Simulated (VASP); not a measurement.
# Ti (P6_3/mmc) in VASP: relaxation of cell and atoms with PBEsol

Aim: the relaxation of cell and atoms of Ti with PBEsol.

Everything below comes from runs of VASP 6.6.1. Logs are shortened: lines on timing, memory, paths and dates and some standing lists are left out, and cuts for length are marked.

**1. The cell of the first run**

The structure is hexagonal, space group P6_3/mmc (No. 194). The conventional cell has a = 2.920 Å, b = 2.920 Å, c = 4.768 Å, α = 90.00°, β = 90.00°, γ = 120.00°. Ti (site symmetry -6m2) has 12 Ti at 2.92 Å within 3.8 Å.

**2. Relaxation of cell and atoms, PBEsol**

INCAR reads:

```
ALGO     = Normal         # electronic algorithm
EDIFF    = 1E-7           # SCF threshold, eV
EDIFFG   = -0.01          # ionic threshold
ENCUT    = 600            # plane-wave cutoff, eV
GGA      = PS             # functional
IBRION   = 2              # ionic algorithm
ISIF     = 3              # what is computed and relaxed
ISMEAR   = 1              # smearing method
LASPH    = T              # aspherical terms in the spheres
LCHARG   = F              # write CHGCAR
LREAL    = F              # projectors in reciprocal space
LWAVE    = F              # write WAVECAR
NELM     = 60             # most SCF steps
NSW      = 80             # ionic steps
PREC     = Accurate       # precision mode
SIGMA    = 0.05           # smearing width, eV
```

KPOINTS reads:

```
k-points
0
Gamma
  16 16 9
```

POSCAR reads:

```
Ti
1.0
    2.9200000000      0.0000000000      0.0000000000
   -1.4600000000      2.5287941791      0.0000000000
    0.0000000000      0.0000000000      4.7683600000
Ti
2
Direct
    0.3333333333      0.6666666667      0.2500000000
    0.6666666667      0.3333333333      0.7500000000
```

Potentials or basis: VASP PAW PBE potentials, release 64 (Ti_sv).

On the command line:

```sh
$ cat potpaw_PBE.64/Ti_sv/POTCAR > POTCAR
$ mpirun -np 1 vasp_std > vasp.out
```

OUTCAR:

```text
EDIFF = 1E-7
   EDIFFG = -0.01
   ENCUT = 600
   GGA = PS
   IBRION = 2
   ISIF = 3
   ISMEAR = 1
   LASPH = T
   LREAL = F
   NELM = 60
   NSW = 80
   PREC = Accurate

 ion  position               nearest neighbor table
   1  0.333  0.667  0.250-   2 2.92   2 2.92   2 2.92   2 2.92   2 2.92   2 2.92
   2  0.667  0.333  0.750-   1 2.92   1 2.92   1 2.92   1 2.92   1 2.92   1 2.92

  LATTYP: Found a hexagonal cell.
 ALAT       =     2.9200000000
 C/A-ratio  =     1.6330000000

  Lattice vectors:

 A1 = (   2.9200000000,   0.0000000000,   0.0000000000)
 A2 = (  -1.4600000000,   2.5287941791,   0.0000000000)
 A3 = (   0.0000000000,   0.0000000000,   4.7683600000)

Analysis of symmetry for initial positions (statically):
=====================================================================
 Subroutine PRICEL returns:
 Original cell was already a primitive cell.

 Routine SETGRP: Setting up the symmetry group for a
 hexagonal supercell.

 Subroutine GETGRP returns: Found 24 space group operations
 (whereof 12 operations were pure point group operations)
 out of a pool of 24 trial point group operations.

The static configuration has the point symmetry D_3d.
 The point group associated with its full space group is D_6h.

Analysis of symmetry for dynamics (positions and initial velocities):
=====================================================================
 Subroutine PRICEL returns:
 Original cell was already a primitive cell.

 Routine SETGRP: Setting up the symmetry group for a
 hexagonal supercell.

 Subroutine GETGRP returns: Found 24 space group operations
 (whereof 12 operations were pure point group operations)
 out of a pool of 24 trial point group operations.

The dynamic configuration has the point symmetry D_3d.
 The point group associated with its full space group is D_6h.

 Subroutine INISYM returns: Found 24 space group operations
 (whereof 12 operations are pure point group operations),
 and found     1 'primitive' translations

----------------------------------------------------------------------------------------

                                     Primitive cell

  volume of cell :      35.2099

  direct lattice vectors                    reciprocal lattice vectors
     2.920000000  0.000000000  0.000000000     0.342465753  0.197722695  0.000000000
    -1.460000000  2.528794179  0.000000000     0.000000000  0.395445390  0.000000000
     0.000000000  0.000000000  4.768360000     0.000000000  0.000000000  0.209715709

  length of vectors
     2.920000000  2.920000000  4.768360000     0.395445390  0.395445390  0.209715709

[... 96 lines left out ...]
   EFERMI_NEDOS =   21; number of points for ismear=-14 and -15
   IALGO  =     38    algorithm
   IMIX   =      4    mixing-type and parameters
     AMIX     =   0.40;   BMIX     =  1.00
     AMIX_MAG =   1.60;   BMIX_MAG =  1.00
  volume/ion in A,a.u.               =      17.60       118.80
  Fermi-wavevector in a.u.,A,eV,Ry     =   1.440755  2.722632 28.242631  2.075775
  Thomas-Fermi vector in A             =   2.559464
   LORBIT       =      0    0 simple, 1 ext, 2 COOP (PROOUT), +10 PAW based schemes
   GGA     = PS    functional components
   LHFCALC =     F    Hartree Fock is set to
   AEXX    =    0.0000 exact exchange contribution
   IVDW    =     0    specifies the selected vdW correction
   LEPSILON=     F    determine dielectric tensor
   LRPA    =     F    only Hartree local field effects (RPA)
 conjugate gradient relaxation of ions
 non-spin polarized calculation
 Methfessel and Paxton  Order N= 1 SIGMA  =   0.05
  energy-cutoff  :      600.00
  volume of cell :       35.21
 maximum number of plane-waves:      1192
 NGX is ok and might be reduce to    24
   NGX = 11   NGY = 11   NGZ = 19

--------------------------------------- Ionic step        1  -------------------------------------------

 number of electron      23.9999999 magnetization

 Free energy of the ion-electron system (eV)
  ---------------------------------------------------
  ext. energy  EPLUGINS =         0.00000000
  ---------------------------------------------------
  free energy    TOTEN  =       -16.63706404 eV

  energy without entropy =      -16.63699550  energy(sigma->0) =      -16.63704119

------------------------ aborting loop because EDIFF is reached ----------------------------------------

  FORCE on cell =-STRESS in cart. coord.  units (eV):
  Direction    XX          YY          ZZ          XY          YZ          ZX
  --------------------------------------------------------------------------------------
  -------------------------------------------------------------------------------------
  Total       -1.0326381     -1.0326381     -1.7672039      0.0000000     -0.0000000      0.0000000
  in kB      -46.9886911    -46.9886911    -80.4140389      0.0000000     -0.0000000      0.0000000
  external PRESSURE =     -58.1304737 kB  Pullay stress =       0.0000000 kB
[... 167 lines left out ...]
--------------------------------------- Ionic step        6  -------------------------------------------

 number of electron      23.9999998 magnetization

 Free energy of the ion-electron system (eV)
  ---------------------------------------------------
  ext. energy  EPLUGINS =         0.00000000
  ---------------------------------------------------
  free energy    TOTEN  =       -16.68042662 eV

  energy without entropy =      -16.68034211  energy(sigma->0) =      -16.68039845

 E-fermi :   8.6547     XC(G=0): -11.8320

 val. band max:        8.6373552522   @ k =   0.1875   0.0000   0.3333
 cond. band min:       8.6599621527   @ k =   0.2500   0.1875   0.4444
 fundamental gap:      0.0226069004
 Fermi energy:         8.6546754556

 k-point     1 :       0.0000    0.0000    0.0000
  band No.  band energies     occupation
      1     -47.9169      2.00000
      2     -47.7508      2.00000
      3     -24.6639      2.00000
      4     -23.9211      2.00000
      5     -23.9211      2.00000
      6     -23.8405      2.00000
[... 433 lines left out ...]
      3     -24.3731      2.00000
      4     -24.3207      2.00000
      5     -24.2646      2.00000
      6     -24.0799      2.00000
[... 8 lines left out ...]
     15       9.6167     -0.00000
     16      11.0820      0.00000

 [... further k-points ...]

------------------------ aborting loop because EDIFF is reached ----------------------------------------

  FORCE on cell =-STRESS in cart. coord.  units (eV):
  Direction    XX          YY          ZZ          XY          YZ          ZX
  --------------------------------------------------------------------------------------
  -------------------------------------------------------------------------------------
  Total        0.0047180      0.0047180      0.0030600      0.0000000     -0.0000000      0.0000000
  in kB        0.2266883      0.2266883      0.1470255      0.0000000     -0.0000000      0.0000000
  external PRESSURE =       0.2001341 kB  Pullay stress =       0.0000000 kB
[... 17 lines left out ...]
  FREE ENERGIE OF THE ION-ELECTRON SYSTEM (eV)
  ---------------------------------------------------
  free  energy   TOTEN  =       -16.6804266171 eV

  energy  without entropy=      -16.6803421106  energy(sigma->0) =      -16.68039845

 reached required accuracy - stopping structural energy minimisation
```

It took 9 min on 1 thread of AMD EPYC 7R13 (Zen 3), shared host; peak memory 0.2 GiB.

Results:

* Free energy: -16.6804 eV
* Relaxed volume: 16.67 Å³/atom
* Relaxed cell: a = 2.899 Å, b = 2.899 Å, c = 4.581 Å, α = 90.00°, β = 90.00°, γ = 120.00°
* Space group after relaxing (to 0.05 Å): P6_3/mmc (No. 194)
* Energy gained by relaxing: 21.7 meV/atom
* Ionic steps: 6
* Pressure after relaxing: 0.0 GPa
* Band gap on the k mesh: zero (band 12 reaches 9.44 eV, above the bottom of band 13 at 8.34 eV)

The path:
```
step  energy change (eV)  largest force (eV/Å)  pressure (GPa)  volume (Å³)
   1              0.0000                0.0000           -5.81        35.21
   2             -0.0217                0.0000            5.07        32.05
   3             -0.0391                0.0000            0.29        33.27
   4             -0.0424                0.0000            0.10        33.31
   5             -0.0433                0.0000            0.04        33.34
   6             -0.0434                0.0000            0.02        33.35
```

Final structure:
```cif
data_structure
_symmetry_space_group_name_H-M 'P 1'
_symmetry_Int_Tables_number 1
_cell_length_a 2.8992
_cell_length_b 2.8992
_cell_length_c 4.5808
_cell_angle_alpha 90.000
_cell_angle_beta 90.000
_cell_angle_gamma 120.000
_cell_volume 33.35
loop_
_atom_site_label
_atom_site_type_symbol
_atom_site_fract_x
_atom_site_fract_y
_atom_site_fract_z
_atom_site_occupancy
Ti1 Ti 0.33333 0.66667 0.25000 1
Ti2 Ti 0.66667 0.33333 0.75000 1
```

Levels at points of the mesh, in eV from the Fermi level:
| k point | band 8 | band 9 | band 10 | band 11 | band 12 | band 13 | band 14 | band 15 | band 16 |
| --- | --- | --- | --- | --- | --- | --- | --- | --- | --- |
| (0.00, 0.00, 0.00) | -32.46 | -6.31 | -2.80 | 0.78 | 0.78 | 0.91 | 0.93 | 1.32 | 1.32 |
| (0.50, 0.00, 0.00) | -32.54 | -2.41 | -2.29 | -1.97 | -0.59 | 0.45 | 0.66 | 1.24 | 3.52 |

Caveat: the PAW data sets were made with another functional, which shifts forces and pressure a little.
